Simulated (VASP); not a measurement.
# TiAl (P-6m2) in VASP: further runs

The runs below take TiAl through single point, with PBE.

All numbers are computed with VASP 6.6.1; they aren't measurements. Logs are shortened: lines on timing, memory, paths and dates and some standing lists are left out, and cuts for length are marked.

### Step 1. The cell of the first run

Symmetry: P-6m2, No. 187, hexagonal system. The conventional cell has a = 3.025 Å, b = 3.025 Å, c = 5.020 Å, α = 90.00°, β = 90.00°, γ = 120.00°. Ti (site symmetry -6m2) has 6 Ti at 3.02 Å and 6 Al at 3.06 Å within 4.0 Å. Al (site symmetry -6m2) has 6 Al at 3.02 Å and 6 Ti at 3.06 Å within 4.0 Å.

### Step 2. Single point, PBE

The input, INCAR:

```
SYSTEM = TiAl
PREC = Accurate ; ENCUT = 520
EDIFF = 1E-6 ; ISMEAR = 0
SIGMA = 0.15 ; LREAL = .False.
LASPH = .True. ; NELM = 80
ALGO = Fast ; ISIF = 2
LWAVE = .False. ; LCHARG = .True.
GGA = PE ; LELF = .True.
LVHAR = .True. ; NBANDS = 14
```

The input, KPOINTS:

```
Automatic mesh
0
Gamma
  18 18 10
  0 0 0
```

The input, POSCAR:

```
TiAl
1.0
    3.0250000000      0.0000000000      0.0000000000
   -1.5125000000      2.6197268464      0.0000000000
    0.0000000000      0.0000000000      5.0203000000
Ti Al
1 1
Direct
    0.0000000000      0.0000000000      0.0000000000
    0.3333333333      0.6666666667      0.5000000000
```

Potentials or basis: VASP PAW PBE potentials, release 64 (Ti_sv, Al).

On the command line:

```
> cat potpaw_PBE.64/Ti_sv/POTCAR potpaw_PBE.64/Al/POTCAR > POTCAR
> mpirun -np 1 vasp_std > vasp.out
```

OUTCAR:

```text
SYSTEM = TiAl
   PREC = Accurate
   ENCUT = 520
   EDIFF = 1E-6
   ISMEAR = 0
   LREAL = .False.
   LASPH = .True.
   NELM = 80
   ISIF = 2
   GGA = PE

 ion  position               nearest neighbor table
   1  0.000  0.000  0.000-   2 3.06   2 3.06   2 3.06   2 3.06   2 3.06   2 3.06
   2  0.333  0.667  0.500-   1 3.06   1 3.06   1 3.06   1 3.06   1 3.06   1 3.06

  LATTYP: Found a hexagonal cell.
 ALAT       =     3.0250000000
 C/A-ratio  =     1.6596033058

  Lattice vectors:

 A1 = (   3.0250000000,   0.0000000000,   0.0000000000)
 A2 = (  -1.5125000000,   2.6197268464,   0.0000000000)
 A3 = (   0.0000000000,   0.0000000000,   5.0203000000)

Analysis of symmetry for initial positions (statically):
=====================================================================
 Subroutine PRICEL returns:
 Original cell was already a primitive cell.

 Routine SETGRP: Setting up the symmetry group for a
 hexagonal supercell.

 Subroutine GETGRP returns: Found 12 space group operations
 (whereof 12 operations were pure point group operations)
 out of a pool of 24 trial point group operations.

The static configuration has the point symmetry D_3h.

Analysis of symmetry for dynamics (positions and initial velocities):
=====================================================================
 Subroutine PRICEL returns:
 Original cell was already a primitive cell.

 Routine SETGRP: Setting up the symmetry group for a
 hexagonal supercell.

 Subroutine GETGRP returns: Found 12 space group operations
 (whereof 12 operations were pure point group operations)
 out of a pool of 24 trial point group operations.

The dynamic configuration has the point symmetry D_3h.

 Subroutine INISYM returns: Found 12 space group operations
 (whereof 12 operations are pure point group operations),
 and found     1 'primitive' translations

----------------------------------------------------------------------------------------

                                     Primitive cell

  volume of cell :      39.7842

  direct lattice vectors                    reciprocal lattice vectors
     3.025000000  0.000000000  0.000000000     0.330578512  0.190859593  0.000000000
    -1.512500000  2.619726846  0.000000000     0.000000000  0.381719186  0.000000000
     0.000000000  0.000000000  5.020300000     0.000000000  0.000000000  0.199191283

  length of vectors
     3.025000000  3.025000000  5.020300000     0.381719186  0.381719186  0.199191283

  position of ions in fractional coordinates (direct lattice)
     0.000000000  0.000000000  0.000000000
     0.333333333  0.666666667  0.500000000

  ion indices of the primitive-cell ions
   primitive index   ion index
                 1           1
                 2           2

----------------------------------------------------------------------------------------

 KPOINTS: Automatic mesh

Automatic generation of k-mesh.
 Grid dimensions read from file:
 generate k-points for:   18   18   10

 Generating k-lattice:

  Cartesian coordinates                     Fractional coordinates (reciprocal lattice)
     0.018365473  0.010603311  0.000000000     0.055555556  0.000000000  0.000000000
     0.000000000  0.021206621  0.000000000     0.000000000  0.055555556  0.000000000
     0.000000000  0.000000000  0.019919128     0.000000000  0.000000000  0.100000000

  Length of vectors
     0.021206621  0.021206621  0.019919128

  Shift w.r.t. Gamma in fractional coordinates (k-lattice)
     0.000000000  0.000000000  0.000000000

 Subroutine IBZKPT returns following result:
 ===========================================

 Found    222 irreducible k-points:

 Following reciprocal coordinates:
            Coordinates               Weight
  0.000000  0.000000  0.000000      1.000000
  0.055556  0.000000  0.000000      6.000000
  0.111111  0.000000  0.000000      6.000000
  0.166667 -0.000000  0.000000      6.000000
  0.222222 -0.000000  0.000000      6.000000
  0.277778  0.000000  0.000000      6.000000
[... 16 lines left out ...]
  0.333333  0.111111  0.000000     12.000000
  0.388889  0.111111  0.000000     12.000000
 [... further k-points ...]
   k-points           NKPTS =    222   k-points in BZ     NKDIM =    222   number of bands    NBANDS=     14
   number of dos      NEDOS =    301   number of ions     NIONS =      2
   total plane-waves  NPLWV =  23040
   dimension x,y,z NGX =    24 NGY =   24 NGZ =   40
   dimension x,y,z NGXF=    48 NGYF=   48 NGZF=   80
   ions per type =               1   1
   NGX,Y,Z   is equivalent  to a cutoff of  13.19, 13.19, 13.25 a.u.
   NGXF,Y,Z  is equivalent  to a cutoff of  26.38, 26.38, 26.49 a.u.
 SYSTEM =  TiAl
   PREC   = accura    normal or accurate (medium, high low for compatibility)
   ISTART =      0    job   : 0-new  1-cont  2-samecut
   ICHARG =      2    charge: 1-file 2-atom 10-const
   ISPIN  =      1    spin polarized calculation?
   LNONCOLLINEAR =      F non collinear calculations
   LSORBIT =      F    spin-orbit coupling
   LASPH  =      T    aspherical Exc in radial PAW
   ENCUT  =  520.0 eV  38.22 Ry    6.18 a.u.   5.62  5.62  9.33*2*pi/ulx,y,z
   NELM   =     80;   NELMIN=  2; NELMDL= -5     # of ELM steps
   EDIFF  = 0.1E-05   stopping-criterion for ELM
   LREAL  =      F    real-space projection
   EDIFFG = 0.1E-04   stopping-criterion for IOM
   NSW    =      0    number of steps for IOM
   IBRION =     -1    ionic relax: 0-MD 1-quasi-New 2-CG
   NFREE  =      0    steps in history (QN), initial steepest desc. (CG)
   ISIF   =      2    stress and relaxation
   ISYM   =      2    0-nonsym 1-usesym 2-fastsym
   POTIM  = 0.5000    time-step for ionic-motion
   TEBEG  =    0.0;   TEEND  =   0.0 temperature during run
   PSTRESS=    0.0 pullay stress
   NELECT =      15.0000    total number of electrons
   NUPDOWN=      -1.0000    fix difference up-down
   EMIN   =  10.00;   EMAX   =-10.00  energy-range for DOS
   EFERMI =   0.00;   METHOD = LEGACY
   ISMEAR =     0;   SIGMA  =   0.15  broadening in eV -4-tet -1-fermi 0-gaus
   EFERMI_NEDOS =   21; number of points for ismear=-14 and -15
   IALGO  =     68    algorithm
   IMIX   =      4    mixing-type and parameters
     AMIX     =   0.40;   BMIX     =  1.00
     AMIX_MAG =   1.60;   BMIX_MAG =  1.00
  volume/ion in A,a.u.               =      19.89       134.24
  Fermi-wavevector in a.u.,A,eV,Ry     =   1.182683  2.234946 19.030990  1.398738
  Thomas-Fermi vector in A             =   2.318932
   LORBIT       =      0    0 simple, 1 ext, 2 COOP (PROOUT), +10 PAW based schemes
   GGA     = PE    functional components
   LHFCALC =     F    Hartree Fock is set to
   AEXX    =    0.0000 exact exchange contribution
   IVDW    =     0    specifies the selected vdW correction
   LEPSILON=     F    determine dielectric tensor
   LRPA    =     F    only Hartree local field effects (RPA)
 non-spin polarized calculation
 RMM-DIIS sequential band-by-band and
 Gauss-broadening in eV      SIGMA  =   0.15
  energy-cutoff  :      520.00
  volume of cell :       39.78
 maximum number of plane-waves:      1099
 NGX is ok and might be reduce to    24
   NGX = 11   NGY = 11   NGZ = 19

 number of electron      15.0000002 magnetization

 Free energy of the ion-electron system (eV)
  ---------------------------------------------------
  ext. energy  EPLUGINS =         0.00000000
  ---------------------------------------------------
  free energy    TOTEN  =       -11.78280880 eV

  energy without entropy =      -11.75126988  energy(sigma->0) =      -11.76703934

 E-fermi :   6.1950     XC(G=0): -10.2038

 val. band max:        6.1926363064   @ k =   0.1667   0.1667   0.0000
 cond. band min:       6.1953898542   @ k =   0.3889   0.1667   0.4000
 fundamental gap:      0.0027535478
 Fermi energy:         6.1949747778

 k-point     1 :       0.0000    0.0000    0.0000
  band No.  band energies     occupation
      1     -50.7288      2.00000
      2     -27.0228      2.00000
      3     -26.7366      2.00000
      4     -26.7366      2.00000
      5      -1.9409      2.00000
      6       4.0001      2.00000
      7       4.3883      2.00000
      8       7.2531      0.00000
      9       7.2531      0.00000
     10       8.4357      0.00000
     11       8.4357      0.00000
     12       9.0932      0.00000
     13      17.5730      0.00000
     14      17.5730      0.00000

 k-point     2 :       0.0556    0.0000    0.0000
  band No.  band energies     occupation
      1     -50.7274      2.00000
      2     -27.0213      2.00000
      3     -26.7469      2.00000
      4     -26.7390      2.00000
      5      -1.8725      2.00000
      6       4.0746      2.00000
      7       4.4077      2.00000
      8       7.1964      0.00000
      9       7.3033      0.00000
     10       8.4199      0.00000
     11       8.4473      0.00000
     12       9.1081      0.00000
     13      16.4523      0.00000
     14      16.9301      0.00000

 k-point     3 :       0.1111    0.0000    0.0000
  band No.  band energies     occupation
      1     -50.7232      2.00000
      2     -27.0169      2.00000
      3     -26.7766      2.00000
      4     -26.7459      2.00000
      5      -1.6682      2.00000
      6       4.2906      2.00000
      7       4.4638      2.00000
      8       7.0396      0.00000
      9       7.4508      0.00000
     10       8.3746      0.00000
     11       8.4856      0.00000
     12       9.1509      0.00000
     13      14.7880      0.00000
     14      16.0927      0.00000

 k-point     4 :       0.1667   -0.0000    0.0000
  band No.  band energies     occupation
      1     -50.7168      2.00000
      2     -27.0102      2.00000
      3     -26.8217      2.00000
      4     -26.7565      2.00000
      5      -1.3303      2.00000
      6       4.5497      2.00000
      7       4.6213      2.00000
      8       6.8188      0.00000
      9       7.6861      0.00000
     10       8.3060      0.00000
     11       8.5607      0.00000
     12       9.2147      0.00000
     13      13.1294      0.00000
     14      15.3367      0.00000

 k-point     5 :       0.2222   -0.0000    0.0000
  band No.  band energies     occupation
      1     -50.7089      2.00000
      2     -27.0020      2.00000
      3     -26.8768      2.00000
      4     -26.7694      2.00000
      5      -0.8625      2.00000
      6       4.6545      2.00000
      7       5.0027      2.00000
      8       6.5859      0.00023
      9       7.9926      0.00000
     10       8.2232      0.00000
     11       8.6865      0.00000
[... 276 lines left out ...]
 k-point    22 :       0.2778    0.1111    0.0000
  band No.  band energies     occupation
      1     -50.6904      2.00000
      2     -26.9878      2.00000
      3     -26.9829      2.00000
      4     -26.8156      2.00000
      5       0.6344      2.00000
      6       4.9395      2.00000
      7       5.5175      2.00000
      8       6.0964      1.64724
      9       7.7830      0.00000
     10       8.4153      0.00000
     11       9.4316      0.00000
     12       9.5116      0.00000
     13      10.0783      0.00000
     14      11.7567      0.00000

 k-point    23 :       0.3333    0.1111    0.0000
  band No.  band energies     occupation
      1     -50.6843      2.00000
      2     -27.0258      2.00000
      3     -26.9766      2.00000
      4     -26.8289      2.00000
      5       1.4490      2.00000
      6       5.0410      2.00000
      7       5.1762      2.00000
      8       5.8001      1.99980
      9       7.6500      0.00000
     10       8.4468      0.00000
     11       9.3724      0.00000
     12       9.8142      0.00000
     13      10.4721      0.00000
     14      11.4779      0.00000

 k-point    24 :       0.3889    0.1111    0.0000
  band No.  band energies     occupation
      1     -50.6804      2.00000
      2     -27.0504      2.00000
      3     -26.9725      2.00000
      4     -26.8376      2.00000
      5       2.3478      2.00000
      6       4.3974      2.00000
      7       5.1114      2.00000
      8       5.5899      2.00000
      9       7.5579      0.00000
     10       8.6367      0.00000
     11       9.3153      0.00000
     12      10.1739      0.00000
     13      10.8795      0.00000
     14      11.4182      0.00000

 [... further k-points ...]
[... 5 lines left out ...]
  --------------------------------------------------------------------------------------
  -------------------------------------------------------------------------------------
  Total       -2.9109818     -2.9109818     -3.9926037      0.0000000      0.0000000      0.0000000
  in kB     -117.2300674   -117.2300674   -160.7887742      0.0000000      0.0000000      0.0000000
  external PRESSURE =    -131.7496364 kB  Pullay stress =       0.0000000 kB

 VOLUME and BASIS-vectors are now :
 -----------------------------------------------------------------------------
  energy-cutoff  :      520.00
  volume of cell :       39.78
      direct lattice vectors                 reciprocal lattice vectors
     3.025000000  0.000000000  0.000000000     0.330578512  0.190859593  0.000000000
    -1.512500000  2.619726846  0.000000000     0.000000000  0.381719186  0.000000000
     0.000000000  0.000000000  5.020300000     0.000000000  0.000000000  0.199191283

 POSITION                                       TOTAL-FORCE (eV/Angst)
 -----------------------------------------------------------------------------------
      0.00000      0.00000      0.00000        -0.000000      0.000000      0.000000
     -0.00000      1.74648      2.51015         0.000000      0.000000      0.000000
 -----------------------------------------------------------------------------------
    total drift:                                0.000000     -0.000000      0.000000

  FREE ENERGIE OF THE ION-ELECTRON SYSTEM (eV)
  ---------------------------------------------------
  free  energy   TOTEN  =       -11.7828087997 eV

  energy  without entropy=      -11.7512698841  energy(sigma->0) =      -11.76703934
```

It took 2.8 min on 1 thread of Intel Xeon 6975P-C, shared host; peak memory 0.26 GiB.

What came out:

| Item | Value |
| --- | --- |
| Free energy | -11.7828 eV |
| Pressure | -13.2 GPa |

Stress tensor (GPa, compression positive):
```
-11.72   0.00   0.00
  0.00 -11.72   0.00
  0.00   0.00 -16.08
```

Levels at points of the mesh, in eV from the Fermi level:
| k point | band 4 | band 5 | band 6 | band 7 | band 8 | band 9 | band 10 | band 11 |
| --- | --- | --- | --- | --- | --- | --- | --- | --- |
| (0.00, 0.00, 0.00) | -32.93 | -8.14 | -2.19 | -1.81 | 1.06 | 1.06 | 2.24 | 2.24 |
| (0.50, 0.00, 0.00) | -33.01 | -3.29 | -2.70 | -1.18 | -0.78 | 1.74 | 3.15 | 3.16 |
| (0.00, 0.00, 0.50) | -32.93 | -7.44 | -4.86 | -0.41 | 1.07 | 1.07 | 2.19 | 2.19 |
| (0.50, 0.00, 0.50) | -33.01 | -3.23 | -2.23 | -1.54 | 0.32 | 0.81 | 1.60 | 2.17 |

### Step 3. Single point, PBE

This run uses another cell than the first one, of 20.08 Å³/atom, 1.009 times its volume.

The input, INCAR:

```
PREC     = Accurate       # precision mode
ENCUT    = 520            # plane-wave cutoff, eV
EDIFF    = 1E-6           # SCF threshold, eV
ISMEAR   = 0              # smearing method
SIGMA    = 0.15           # smearing width, eV
LREAL    = F              # projectors in reciprocal space
LASPH    = T              # aspherical terms in the spheres
NELM     = 80             # most SCF steps
ALGO     = Fast           # electronic algorithm
ISIF     = 2              # what is computed and relaxed
LWAVE    = F              # write WAVECAR
LCHARG   = T              # write CHGCAR
GGA      = PE             # functional
LELF     = T              # ELF
LVHAR    = T            
NBANDS   = 14             # bands
```

The input, KPOINTS:

```
regular mesh
0
Gamma
  18 18 10
```

POSCAR, as its differences from that of step 2:

```diff
@@ -4,3 +4,3 @@
    -1.5125000000      2.6197268464      0.0000000000
-    0.0000000000      0.0000000000      5.0203000000
+    0.0000000000      0.0000000000      5.0668000000
 Ti Al
```

Potentials or basis: VASP PAW PBE potentials, release 64 (Ti_sv, Al).

On the command line:

```
> cat potpaw_PBE.64/Ti_sv/POTCAR potpaw_PBE.64/Al/POTCAR > POTCAR
> mpirun -np 1 vasp_std > vasp.out
```

Run time: 2.9 min. Hardware: 1 thread of Intel Xeon 6975P-C, shared host; peak memory 0.26 GiB.

The run converged. Its results:

```
Free energy : -11.7448 eV
Pressure    : -13.5 GPa
```

Stress tensor (GPa, compression positive):
```
-11.81   0.00   0.00
  0.00 -11.81   0.00
  0.00   0.00 -16.90
```

Levels at points of the mesh, in eV from the Fermi level:
| k point | band 4 | band 5 | band 6 | band 7 | band 8 | band 9 | band 10 | band 11 |
| --- | --- | --- | --- | --- | --- | --- | --- | --- |
| (0.00, 0.00, 0.00) | -32.95 | -8.11 | -2.23 | -1.85 | 1.05 | 1.05 | 2.23 | 2.23 |
| (0.50, 0.00, 0.00) | -33.03 | -3.26 | -2.68 | -1.17 | -0.79 | 1.74 | 3.09 | 3.15 |
| (0.00, 0.00, 0.50) | -32.95 | -7.44 | -4.86 | -0.45 | 1.06 | 1.06 | 2.19 | 2.19 |
| (0.50, 0.00, 0.50) | -33.03 | -3.20 | -2.23 | -1.53 | 0.33 | 0.79 | 1.61 | 2.08 |
